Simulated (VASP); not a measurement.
# Lu (P6_3/mmc) in VASP: further runs

The runs below take Lu through single point, relaxation of volume and atoms at fixed shape, with PBEsol.

Everything below comes from runs of VASP 6.6.1. Logs are shortened: lines on timing, memory, paths and dates and some standing lists are left out, and cuts for length are marked.

## 1. The cell of the first run

The structure is hexagonal, space group P6_3/mmc (No. 194). Conventional cell: a = 3.422 Å, b = 3.422 Å, c = 5.422 Å, α = 90.00°, β = 90.00°, γ = 120.00°. Lu (site symmetry -6m2) has 12 Lu at 3.35 to 3.42 Å within 4.4 Å.

## 2. Single point, PBEsol

Input file INCAR:

```
ALGO     = Normal         # electronic algorithm
EDIFF    = 1E-6           # SCF threshold, eV
ENCUT    = 520            # plane-wave cutoff, eV
GGA      = PS             # functional
ISIF     = 2              # what is computed and relaxed
ISMEAR   = 1              # smearing method
LASPH    = T              # aspherical terms in the spheres
LCHARG   = T              # write CHGCAR
LELF     = T              # ELF
LREAL    = F              # projectors in reciprocal space
LVHAR    = T            
LWAVE    = F              # write WAVECAR
NBANDS   = 32             # bands
NELM     = 100            # most SCF steps
PREC     = Accurate       # precision mode
SIGMA    = 0.02           # smearing width, eV
```

Input file KPOINTS:

```
k-points
0
Gamma
  7 7 4
```

Input file POSCAR:

```
Lu
1.0
    3.4218024813      0.0000000000      0.0000000000
   -1.7109012407      2.9633678756      0.0000000000
    0.0000000000      0.0000000000      5.4220817670
Lu
2
Direct
    0.3333333333      0.6666666667      0.2500000000
    0.6666666667      0.3333333333      0.7500000000
```

Potentials or basis: VASP PAW PBE potentials, release 64 (Lu).

Started as:

```console
$ cat potpaw_PBE.64/Lu/POTCAR > POTCAR
$ mpirun -np 1 vasp_std > vasp.out
```

OUTCAR:

```text
EDIFF = 1E-6
   ENCUT = 520
   GGA = PS
   ISIF = 2
   ISMEAR = 1
   LASPH = T
   LREAL = F
   NELM = 100
   PREC = Accurate

 ion  position               nearest neighbor table
   1  0.333  0.667  0.250-   2 3.35   2 3.35   2 3.35   2 3.35   2 3.35   2 3.35
   2  0.667  0.333  0.750-   1 3.35   1 3.35   1 3.35   1 3.35   1 3.35   1 3.35

  LATTYP: Found a hexagonal cell.
 ALAT       =     3.4218024813
 C/A-ratio  =     1.5845688922

  Lattice vectors:

 A1 = (   3.4218024813,   0.0000000000,   0.0000000000)
 A2 = (  -1.7109012407,   2.9633678756,   0.0000000000)
 A3 = (   0.0000000000,   0.0000000000,   5.4220817670)

Analysis of symmetry for initial positions (statically):
=====================================================================
 Subroutine PRICEL returns:
 Original cell was already a primitive cell.

 Routine SETGRP: Setting up the symmetry group for a
 hexagonal supercell.

 Subroutine GETGRP returns: Found 24 space group operations
 (whereof 12 operations were pure point group operations)
 out of a pool of 24 trial point group operations.

The static configuration has the point symmetry D_3d.
 The point group associated with its full space group is D_6h.

Analysis of symmetry for dynamics (positions and initial velocities):
=====================================================================
 Subroutine PRICEL returns:
 Original cell was already a primitive cell.

 Routine SETGRP: Setting up the symmetry group for a
 hexagonal supercell.

 Subroutine GETGRP returns: Found 24 space group operations
 (whereof 12 operations were pure point group operations)
 out of a pool of 24 trial point group operations.

The dynamic configuration has the point symmetry D_3d.
 The point group associated with its full space group is D_6h.

 Subroutine INISYM returns: Found 24 space group operations
 (whereof 12 operations are pure point group operations),
 and found     1 'primitive' translations

----------------------------------------------------------------------------------------

                                     Primitive cell

  volume of cell :      54.9802

  direct lattice vectors                    reciprocal lattice vectors
     3.421802481  0.000000000  0.000000000     0.292243636  0.168726942  0.000000000
    -1.710901241  2.963367876  0.000000000     0.000000000  0.337453884  0.000000000
     0.000000000  0.000000000  5.422081767     0.000000000  0.000000000  0.184431007

  length of vectors
     3.421802481  3.421802481  5.422081767     0.337453884  0.337453884  0.184431007

  position of ions in fractional coordinates (direct lattice)
     0.333333333  0.666666667  0.250000000
     0.666666667  0.333333333  0.750000000

  ion indices of the primitive-cell ions
   primitive index   ion index
                 1           1
                 2           2

----------------------------------------------------------------------------------------

 KPOINTS: k-points

Automatic generation of k-mesh.
 Grid dimensions read from file:
 generate k-points for:    7    7    4

 Generating k-lattice:

  Cartesian coordinates                     Fractional coordinates (reciprocal lattice)
     0.041749091  0.024103849  0.000000000     0.142857143 -0.000000000  0.000000000
     0.000000000  0.048207698  0.000000000     0.000000000  0.142857143  0.000000000
     0.000000000  0.000000000  0.046107752     0.000000000  0.000000000  0.250000000

  Length of vectors
     0.048207698  0.048207698  0.046107752

  Shift w.r.t. Gamma in fractional coordinates (k-lattice)
     0.000000000  0.000000000  0.000000000

 Subroutine IBZKPT returns following result:
 ===========================================

 Found     24 irreducible k-points:

 Following reciprocal coordinates:
            Coordinates               Weight
  0.000000  0.000000  0.000000      1.000000
  0.142857  0.000000  0.000000      6.000000
  0.285714  0.000000  0.000000      6.000000
  0.428571 -0.000000  0.000000      6.000000
  0.142857  0.142857  0.000000      6.000000
  0.285714  0.142857  0.000000     12.000000
[... 16 lines left out ...]
  0.428571  0.142857  0.500000      6.000000
  0.285714  0.285714  0.500000      6.000000
   k-points           NKPTS =     24   k-points in BZ     NKDIM =     24   number of bands    NBANDS=     32
   number of dos      NEDOS =    301   number of ions     NIONS =      2
   total plane-waves  NPLWV =  31360
   dimension x,y,z NGX =    28 NGY =   28 NGZ =   40
   dimension x,y,z NGXF=    56 NGYF=   56 NGZF=   80
   ions per type =               2
   NGX,Y,Z   is equivalent  to a cutoff of  13.60, 13.60, 12.26 a.u.
   NGXF,Y,Z  is equivalent  to a cutoff of  27.21, 27.21, 24.53 a.u.
 SYSTEM =  unknown system
   PREC   = accura    normal or accurate (medium, high low for compatibility)
   ISTART =      0    job   : 0-new  1-cont  2-samecut
   ICHARG =      2    charge: 1-file 2-atom 10-const
   ISPIN  =      1    spin polarized calculation?
   LNONCOLLINEAR =      F non collinear calculations
   LSORBIT =      F    spin-orbit coupling
   LASPH  =      T    aspherical Exc in radial PAW
   ENCUT  =  520.0 eV  38.22 Ry    6.18 a.u.   6.36  6.36 10.08*2*pi/ulx,y,z
   NELM   =    100;   NELMIN=  2; NELMDL= -5     # of ELM steps
   EDIFF  = 0.1E-05   stopping-criterion for ELM
   LREAL  =      F    real-space projection
[... 7 lines left out ...]
   TEBEG  =    0.0;   TEEND  =   0.0 temperature during run
   PSTRESS=    0.0 pullay stress
   NELECT =      50.0000    total number of electrons
   NUPDOWN=      -1.0000    fix difference up-down
   EMIN   =  10.00;   EMAX   =-10.00  energy-range for DOS
   EFERMI =   0.00;   METHOD = LEGACY
   ISMEAR =     1;   SIGMA  =   0.02  broadening in eV -4-tet -1-fermi 0-gaus
   EFERMI_NEDOS =   21; number of points for ismear=-14 and -15
   IALGO  =     38    algorithm
   IMIX   =      4    mixing-type and parameters
     AMIX     =   0.40;   BMIX     =  1.00
     AMIX_MAG =   1.60;   BMIX_MAG =  1.00
  volume/ion in A,a.u.               =      27.49       185.51
  Fermi-wavevector in a.u.,A,eV,Ry     =   1.586095  2.997286 34.228158  2.515699
  Thomas-Fermi vector in A             =   2.685459
   LORBIT       =      0    0 simple, 1 ext, 2 COOP (PROOUT), +10 PAW based schemes
   GGA     = PS    functional components
   LHFCALC =     F    Hartree Fock is set to
   AEXX    =    0.0000 exact exchange contribution
   IVDW    =     0    specifies the selected vdW correction
   LEPSILON=     F    determine dielectric tensor
   LRPA    =     F    only Hartree local field effects (RPA)
 non-spin polarized calculation
 Methfessel and Paxton  Order N= 1 SIGMA  =   0.02
  energy-cutoff  :      520.00
  volume of cell :       54.98
 maximum number of plane-waves:      1496
 NGX is ok and might be reduce to    28
   NGX = 13   NGY = 13   NGZ = 21

 number of electron      50.0000020 magnetization

 Free energy of the ion-electron system (eV)
  ---------------------------------------------------
  ext. energy  EPLUGINS =         0.00000000
  ---------------------------------------------------
  free energy    TOTEN  =        -9.91254717 eV

  energy without entropy =       -9.91233939  energy(sigma->0) =       -9.91247791

 E-fermi :   2.2994     XC(G=0): -11.0584

 val. band max:        2.2650024876   @ k =   0.4286  -0.0000   0.2500
 cond. band min:       2.3039148935   @ k =   0.2857   0.2857   0.5000
 fundamental gap:      0.0389124059
 Fermi energy:         2.2994379169

 k-point     1 :       0.0000    0.0000    0.0000
  band No.  band energies     occupation
      1     -53.7510      2.00000
      2     -53.7069      2.00000
      3     -24.7440      2.00000
      4     -24.2371      2.00000
      5     -24.2371      2.00000
      6     -24.1423      2.00000
[... 24 lines left out ...]
     31       5.9557      0.00000
     32       5.9557      0.00000

 k-point     2 :       0.1429    0.0000    0.0000
  band No.  band energies     occupation
      1     -53.7448      2.00000
      2     -53.7046      2.00000
      3     -24.7053      2.00000
      4     -24.3169      2.00000
      5     -24.2634      2.00000
      6     -24.2256      2.00000
[... 24 lines left out ...]
     31       5.5224      0.00000
     32       5.7783      0.00000

 k-point     3 :       0.2857    0.0000    0.0000
  band No.  band energies     occupation
      1     -53.7301      2.00000
      2     -53.7004      2.00000
      3     -24.6050      2.00000
      4     -24.4969      2.00000
      5     -24.4023      2.00000
      6     -24.3191      2.00000
[... 24 lines left out ...]
     31       6.6197      0.00000
     32       7.0959      0.00000

 k-point     4 :       0.4286   -0.0000    0.0000
  band No.  band energies     occupation
      1     -53.7162      2.00000
      2     -53.6990      2.00000
      3     -24.6409      2.00000
      4     -24.5354      2.00000
      5     -24.4936      2.00000
      6     -24.3615      2.00000
[... 24 lines left out ...]
     31       8.4430      0.00000
     32       8.7033      0.00000

 k-point     5 :       0.1429    0.1429    0.0000
  band No.  band energies     occupation
      1     -53.7344      2.00000
      2     -53.7014      2.00000
      3     -24.6354      2.00000
      4     -24.4166      2.00000
      5     -24.3910      2.00000
      6     -24.2785      2.00000
[... 584 lines left out ...]
     31       7.5291      0.00000
     32       7.5291      0.00000

 k-point    22 :       0.2857    0.1429    0.5000
  band No.  band energies     occupation
      1     -53.7093      2.00000
      2     -53.7093      2.00000
      3     -24.6288      2.00000
      4     -24.6288      2.00000
      5     -24.3417      2.00000
      6     -24.3417      2.00000
[... 24 lines left out ...]
     31       8.0870      0.00000
     32       8.0870      0.00000

 k-point    23 :       0.4286    0.1429    0.5000
  band No.  band energies     occupation
      1     -53.7055      2.00000
      2     -53.7055      2.00000
      3     -24.6785      2.00000
      4     -24.6785      2.00000
      5     -24.3699      2.00000
      6     -24.3699      2.00000
[... 24 lines left out ...]
     31       8.5066      0.00000
     32       8.5066      0.00000

 k-point    24 :       0.2857    0.2857    0.5000
  band No.  band energies     occupation
      1     -53.7046      2.00000
      2     -53.7046      2.00000
      3     -24.6334      2.00000
      4     -24.6334      2.00000
      5     -24.4482      2.00000
      6     -24.4482      2.00000
[... 24 lines left out ...]
     31       8.2277      0.00000
     32       8.2277      0.00000

------------------------ aborting loop because EDIFF is reached ----------------------------------------

  FORCE on cell =-STRESS in cart. coord.  units (eV):
  Direction    XX          YY          ZZ          XY          YZ          ZX
  --------------------------------------------------------------------------------------
  -------------------------------------------------------------------------------------
  Total        0.2589933      0.2589933     -0.3666643     -0.0000000      0.0000000     -0.0000000
  in kB        7.5473161      7.5473161    -10.6849533     -0.0000000      0.0000000     -0.0000000
  external PRESSURE =       1.4698929 kB  Pullay stress =       0.0000000 kB

 VOLUME and BASIS-vectors are now :
 -----------------------------------------------------------------------------
  energy-cutoff  :      520.00
  volume of cell :       54.98
      direct lattice vectors                 reciprocal lattice vectors
     3.421802481  0.000000000  0.000000000     0.292243636  0.168726942  0.000000000
    -1.710901241  2.963367876  0.000000000     0.000000000  0.337453884  0.000000000
     0.000000000  0.000000000  5.422081767     0.000000000  0.000000000  0.184431007

 POSITION                                       TOTAL-FORCE (eV/Angst)
 -----------------------------------------------------------------------------------
     -0.00000      1.97558      1.35552        -0.000000      0.000000      0.000000
      1.71090      0.98779      4.06656         0.000000     -0.000000      0.000000
 -----------------------------------------------------------------------------------
    total drift:                               -0.000000      0.000000     -0.000000

  FREE ENERGIE OF THE ION-ELECTRON SYSTEM (eV)
  ---------------------------------------------------
  free  energy   TOTEN  =        -9.9125471728 eV

  energy  without entropy=       -9.9123393880  energy(sigma->0) =       -9.91247791
```

Run time: 27 s. Hardware: 1 thread of Intel Xeon Platinum 8488C (Sapphire Rapids), shared host; peak memory 0.2 GiB.

What came out:

```yaml
Free_energy: -9.9125 eV
Pressure: 0.1 GPa
Band_gap_on_the_k_mesh: zero (band 25 reaches 3.47 eV, above the bottom of band 26 at 1.75 eV)
```

Stress tensor (GPa, compression positive):
```
 0.75  0.00  0.00
 0.00  0.75  0.00
 0.00  0.00 -1.07
```

Caveat: the PAW data sets were made with another functional, which shifts forces and pressure a little; spin-orbit coupling is left out, which moves the levels of the heavy elements.

## 3. Relaxation of volume and atoms at fixed shape, PBEsol

This run uses another cell than the first one, of 29.50 Å³/atom, 1.073 times its volume.

Input file INCAR:

```
  PREC = Accurate
  ENCUT = 600
  EDIFF = 1E-6
  ISMEAR = 1
  SIGMA = 0.02
  LREAL = F
  LASPH = T
  NELM = 80
  ALGO = Normal
  ISIF = 8
  LWAVE = F
  LCHARG = F
  GGA = PS
  IBRION = 2
  NSW = 80
  EDIFFG = -0.01
```

Input file KPOINTS:

```
regular mesh
0
Gamma
  7 7 4
```

Input file POSCAR:

```
Lu
1.0
    3.5031000000      0.0000000000      0.0000000000
   -1.7515500000      3.0337700000      0.0000000000
    0.0000000000      0.0000000000      5.5509000000
Lu
2
Direct
    0.3333333333      0.6666666667      0.2500000000
    0.6666666667      0.3333333333      0.7500000000
```

Potentials or basis: VASP PAW PBE potentials, release 64 (Lu).

Started as:

```console
$ cat potpaw_PBE.64/Lu/POTCAR > POTCAR
$ mpirun -np 1 vasp_std > vasp.out
```

It took 1.8 min on 1 thread of Intel Xeon Platinum 8488C (Sapphire Rapids), shared host; peak memory 0.22 GiB.

Results (log left out):

| Quantity | Value |
| --- | --- |
| Free energy | -9.9144 eV |
| Relaxed volume | 27.63 Å³/atom |
| Relaxed cell | a = 3.428 Å, b = 3.428 Å, c = 5.431 Å, α = 90.00°, β = 90.00°, γ = 120.00° |
| Space group after relaxing (to 0.05 Å) | P6_3/mmc (No. 194) |
| Energy gained by relaxing | 19.4 meV/atom |
| Ionic steps | 4 |
| Pressure after relaxing | 0.0 GPa |
| Band gap on the k mesh | zero (band 25 reaches 3.45 eV, above the bottom of band 26 at 1.73 eV) |

Stress tensor (GPa, compression positive):
```
 0.59  0.00  0.00
 0.00  0.59  0.00
 0.00  0.00 -1.21
```

Step by step:
```
step  energy change (eV)  largest force (eV/Å)  pressure (GPa)  volume (Å³)
   1              0.0000                0.0000           -2.93        58.99
   2             -0.0373                0.0000            0.35        54.50
   3             -0.0387                0.0000            0.27        54.95
   4             -0.0389                0.0000           -0.01        55.26
```

Final structure:
```xyz
2
Lattice="3.4276 0.0000 0.0000 -1.7138 2.9684 0.0000 0.0000 0.0000 5.4313" Properties=species:S:1:pos:R:3 pbc="T T T"
Lu    0.0000    1.9789    1.3578
Lu    1.7138    0.9895    4.0735
```

Levels at points of the mesh, in eV from the Fermi level:
```
           k point  band 21  band 22  band 23  band 24  band 25  band 26  band 27  band 28
(0.00, 0.00, 0.00)    -4.75    -4.74    -4.73    -2.54     0.76     2.24     2.24     2.54
(0.00, 0.00, 0.50)    -4.74    -4.74    -4.45    -4.45     1.17     1.17     2.16     2.16
```

Caveat: the PAW data sets were made with another functional, which shifts forces and pressure a little; spin-orbit coupling is left out, which moves the levels of the heavy elements.
